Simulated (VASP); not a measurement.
# Ni (P6_3/mmc) in VASP: notebook

Runs on Ni. Level: PBE. Tasks: single point.

All numbers are computed with VASP 6.6.1; they aren't measurements. Logs are shortened: lines on timing, memory, paths and dates and some standing lists are left out, and cuts for length are marked.

## (1) The cell of the first run

Symmetry: P6_3/mmc, No. 194, hexagonal system. The conventional cell has a = 2.484 Å, b = 2.484 Å, c = 4.089 Å, α = 90.00°, β = 90.00°, γ = 120.00°. Within 3.3 Å of Ni (site symmetry -6m2) lie 12 Ni at 2.48 to 2.50 Å.

This isn't the form of Ni at room conditions, which is fcc.

## (2) Single point, PBE, non-collinear spin, typed start, spin-orbit coupling

Contents of INCAR:

```
SYSTEM = Ni
PREC = Accurate
ENCUT = 520
EDIFF = 1E-7
ISMEAR = 0
SIGMA = 0.05
LREAL = .FALSE.
LASPH = .TRUE.
NELM = 150
ALGO = Normal
ISIF = 2
LWAVE = .FALSE.
LCHARG = .FALSE.
MAGMOM = 0 0 0.8 0 0 0.8
LORBIT = 11
LSORBIT = .TRUE.
GGA_COMPAT = .FALSE.
LORBMOM = .TRUE.
LMAXMIX = 4
GGA = PE
NBANDS = 32
```

Contents of KPOINTS:

```
regular mesh
0
G
  20 20 10
  0 0 0
```

Contents of POSCAR:

```
Ni
1.0
    2.4837042686      0.0000000000      0.0000000000
   -1.2418521343      2.1509509921      0.0000000000
    0.0000000000      0.0000000000      4.0893745462
Ni
2
Direct
    0.3333333333      0.6666666667      0.7500000000
    0.6666666667      0.3333333333      0.2500000000
```

Potentials or basis: VASP PAW PBE potentials, release 64 (Ni).

Launch:

```
$ cat potpaw_PBE.64/Ni/POTCAR > POTCAR
$ mpirun -np 1 vasp_ncl > vasp.out
```

OUTCAR:

```text
SYSTEM = Ni
   PREC = Accurate
   ENCUT = 520
   EDIFF = 1E-7
   ISMEAR = 0
   LREAL = .FALSE.
   LASPH = .TRUE.
   NELM = 150
   ISIF = 2
   LORBIT = 11
   LSORBIT = .TRUE.
   GGA = PE

 ion  position               nearest neighbor table
   1  0.333  0.667  0.750-   2 2.50   2 2.50   2 2.50   2 2.50   2 2.50   2 2.50
   2  0.667  0.333  0.250-   1 2.50   1 2.50   1 2.50   1 2.50   1 2.50   1 2.50

  LATTYP: Found a hexagonal cell.
 ALAT       =     2.4837042686
 C/A-ratio  =     1.6464820703

  Lattice vectors:

 A1 = (   2.4837042686,   0.0000000000,   0.0000000000)
 A2 = (  -1.2418521343,   2.1509509921,   0.0000000000)
 A3 = (   0.0000000000,   0.0000000000,   4.0893745462)

Analysis of symmetry for initial positions (statically):
=====================================================================
 Subroutine PRICEL returns:
 Original cell was already a primitive cell.

 Routine SETGRP: Setting up the symmetry group for a
 hexagonal supercell.

 Subroutine GETGRP returns: Found 24 space group operations
 (whereof 12 operations were pure point group operations)
 out of a pool of 24 trial point group operations.

The static configuration has the point symmetry D_3d.
 The point group associated with its full space group is D_6h.

Analysis of symmetry for dynamics (positions and initial velocities):
=====================================================================
 Subroutine PRICEL returns:
 Original cell was already a primitive cell.

 Routine SETGRP: Setting up the symmetry group for a
 hexagonal supercell.

 Subroutine GETGRP returns: Found 24 space group operations
 (whereof 12 operations were pure point group operations)
 out of a pool of 24 trial point group operations.

The dynamic configuration has the point symmetry D_3d.
 The point group associated with its full space group is D_6h.

Analysis of structural, dynamic, and magnetic symmetry:
=====================================================================
 Subroutine PRICEL returns:
 Original cell was already a primitive cell.

 Routine SETGRP: Setting up the symmetry group for a
 hexagonal supercell.

 Subroutine GETGRP returns: Found 12 space group operations
 (whereof  6 operations were pure point group operations)
 out of a pool of 24 trial point group operations.

[... 1022 lines left out ...]
     -0.00000      1.43397      3.06703        -0.000000     -0.000000      0.000000
      1.24185      0.71698      1.02234         0.000000      0.000000     -0.000000
 -----------------------------------------------------------------------------------
    total drift:                               -0.000000      0.000000      0.000000

  FREE ENERGIE OF THE ION-ELECTRON SYSTEM (eV)
  ---------------------------------------------------
  free  energy   TOTEN  =       -10.9098509569 eV

  energy  without entropy=      -10.9040615605  energy(sigma->0) =      -10.90695626

 orbital moment (x)

 # of ion     p       d       tot
 ----------------------------------------
  1         0.000  -0.000  -0.000
  2        -0.000   0.000   0.000
 ----------------------------------------
           -0.000   0.000   0.000

 orbital moment (y)

 # of ion     p       d       tot
 ----------------------------------------
  1        -0.000   0.000   0.000
  2        -0.000  -0.000  -0.000
 ----------------------------------------
           -0.000   0.000   0.000

 orbital moment (z)

 # of ion     p       d       tot
 ----------------------------------------
  1         0.000   0.049   0.050
  2         0.000   0.049   0.050
 ----------------------------------------
            0.001   0.099   0.099

 Spin-Orbit-Coupling matrix elements

 Ion:    1  E_soc:     -0.0189275
 l=   1
     0.0000000    -0.0004044    -0.0004089
    -0.0004044     0.0000000    -0.0004044
    -0.0004089    -0.0004044     0.0000000
 l=   2
     0.0000000    -0.0005613     0.0000000    -0.0005613    -0.0022457
    -0.0005613     0.0000000    -0.0015686    -0.0006179    -0.0005613
     0.0000000    -0.0015686     0.0000000    -0.0015686     0.0000000
    -0.0005613    -0.0006179    -0.0015686     0.0000000    -0.0005613
    -0.0022457    -0.0005613     0.0000000    -0.0005613     0.0000000
 l=   3
     0.0000000     0.0000000     0.0000000     0.0000000     0.0000000     0.0000000     0.0000000
     0.0000000     0.0000000     0.0000000     0.0000000     0.0000000     0.0000000     0.0000000
     0.0000000     0.0000000     0.0000000     0.0000000     0.0000000     0.0000000     0.0000000
     0.0000000     0.0000000     0.0000000     0.0000000     0.0000000     0.0000000     0.0000000
     0.0000000     0.0000000     0.0000000     0.0000000     0.0000000     0.0000000     0.0000000
     0.0000000     0.0000000     0.0000000     0.0000000     0.0000000     0.0000000     0.0000000
     0.0000000     0.0000000     0.0000000     0.0000000     0.0000000     0.0000000     0.0000000

 Ion:    2  E_soc:     -0.0189275
 l=   1
     0.0000000    -0.0004044    -0.0004089
    -0.0004044     0.0000000    -0.0004044
    -0.0004089    -0.0004044     0.0000000
 l=   2
     0.0000000    -0.0005613     0.0000000    -0.0005613    -0.0022457
    -0.0005613     0.0000000    -0.0015686    -0.0006179    -0.0005613
     0.0000000    -0.0015686     0.0000000    -0.0015686     0.0000000
    -0.0005613    -0.0006179    -0.0015686     0.0000000    -0.0005613
    -0.0022457    -0.0005613     0.0000000    -0.0005613     0.0000000
 l=   3
     0.0000000     0.0000000     0.0000000     0.0000000     0.0000000     0.0000000     0.0000000
     0.0000000     0.0000000     0.0000000     0.0000000     0.0000000     0.0000000     0.0000000
     0.0000000     0.0000000     0.0000000     0.0000000     0.0000000     0.0000000     0.0000000
     0.0000000     0.0000000     0.0000000     0.0000000     0.0000000     0.0000000     0.0000000
     0.0000000     0.0000000     0.0000000     0.0000000     0.0000000     0.0000000     0.0000000
     0.0000000     0.0000000     0.0000000     0.0000000     0.0000000     0.0000000     0.0000000
     0.0000000     0.0000000     0.0000000     0.0000000     0.0000000     0.0000000     0.0000000

 total charge

# of ion       s       p       d       tot
------------------------------------------
    1        0.495   0.494   8.315   9.304
    2        0.495   0.494   8.315   9.304
--------------------------------------------------
tot          0.990   0.987  16.630  18.607

 magnetization (x)

# of ion       s       p       d       tot
------------------------------------------
    1        0.000  -0.000   0.000  -0.000
    2        0.000   0.000   0.000   0.000
--------------------------------------------------
tot          0.000  -0.000   0.000  -0.000

 magnetization (y)

# of ion       s       p       d       tot
------------------------------------------
    1        0.000   0.000   0.000   0.000
    2        0.000   0.000  -0.000  -0.000
--------------------------------------------------
tot          0.000   0.000   0.000   0.000

 magnetization (z)

# of ion       s       p       d       tot
------------------------------------------
    1       -0.005  -0.025   0.669   0.640
    2       -0.005  -0.025   0.669   0.640
--------------------------------------------------
tot         -0.010  -0.049   1.339   1.280
```

OSZICAR:

```text
N       E                     dE             d eps       ncg     rms          rms(c)
DAV:   1     0.127577470951E+03    0.12758E+03   -0.89502E+03 26456   0.183E+03
DAV:   2    -0.411109665264E+01   -0.13169E+03   -0.12402E+03 26224   0.325E+02
DAV:   3    -0.128303592240E+02   -0.87193E+01   -0.84075E+01 29136   0.107E+02
[... 22 lines left out ...]
DAV:  26    -0.109098512676E+02    0.28140E-06   -0.99312E-06 26416   0.382E-02    0.155E-03
DAV:  27    -0.109098512440E+02    0.23612E-07   -0.63853E-06 26536   0.300E-02    0.102E-03
DAV:  28    -0.109098512690E+02   -0.24971E-07   -0.82669E-06 26216   0.339E-02    0.101E-03
DAV:  29    -0.109098509860E+02    0.28297E-06   -0.13865E-06 26488   0.136E-02    0.633E-04
DAV:  30    -0.109098509569E+02    0.29073E-07   -0.54013E-07 27152   0.838E-03
   1 F= -.10909851E+02 E0= -.10906956E+02  d E =-.578940E-02  mag=    -0.0000    -0.0000     1.2562
```

It took 16 min on 1 thread of Oxide Virtual Turin-like, shared host; peak memory 0.43 GiB.

What came out:

```yaml
Free_energy: -10.9099 eV
Pressure: -0.1 GPa
Net_moment: 1.26 μB per cell
Valence_electrons_inside_the_program's_atomic_spheres: Ni 9.30
```

Moments on the atoms (μB; x, y, z):
```
Ni  0.00 0.00 0.64
Ni  0.00 0.00 0.64
```

## (3) Single point, PBE, non-collinear spin, typed start, spin-orbit coupling (10.88 Å³/atom)

This run uses another cell than the first one, of 10.88 Å³/atom.

Contents of INCAR:

```
SYSTEM = Ni
ALGO     = Normal         ! electronic algorithm
EDIFF    = 1E-7           ! SCF threshold, eV
ENCUT    = 520            ! plane-wave cutoff, eV
GGA      = PE             ! functional
GGA_COMPAT= .FALSE.      
ISIF     = 2              ! what is computed and relaxed
ISMEAR   = 0              ! smearing method
LASPH    = .TRUE.         ! aspherical terms in the spheres
LCHARG   = .FALSE.        ! write CHGCAR
LMAXMIX  = 4              ! l up to which the mixer works
LORBIT   = 11             ! projections on sites
LORBMOM  = .TRUE.       
LREAL    = .FALSE.        ! projectors in reciprocal space
LSORBIT  = .TRUE.         ! spin-orbit coupling
LWAVE    = .FALSE.        ! write WAVECAR
MAGMOM   = 0 0 0.72 0 0 0.72 ! initial moments
NBANDS   = 32             ! bands
NELM     = 150            ! most SCF steps
PREC     = Accurate       ! precision mode
SIGMA    = 0.05           ! smearing width, eV
```

Contents of KPOINTS:

```
k-points
0
G
  20 20 10
  0 0 0
```

Contents of POSCAR:

```
Ni
1.0
    2.4803882376      0.0000000000      0.0000000000
   -1.2401941188      2.1480792250      0.0000000000
    0.0000000000      0.0000000000      4.0839147606
Ni
2
Direct
    0.3333333333      0.6666666667      0.7500000000
    0.6666666667      0.3333333333      0.2500000000
```

Potentials or basis: VASP PAW PBE potentials, release 64 (Ni).

Launch:

```
$ cat potpaw_PBE.64/Ni/POTCAR > POTCAR
$ mpirun -np 1 vasp_ncl > vasp.out
```

Wall time 18 min (1 thread of Oxide Virtual Turin-like, shared host); peak memory 0.43 GiB.

It converged, with:

```
Free energy                                           : -10.9097 eV
Pressure                                              : 0.7 GPa
Net moment                                            : 1.25 μB per cell
Valence electrons inside the program's atomic spheres : Ni 9.31
```

Moments on the atoms (μB; x, y, z):
```
Ni  0.00 0.00 0.64
Ni  0.00 0.00 0.64
```
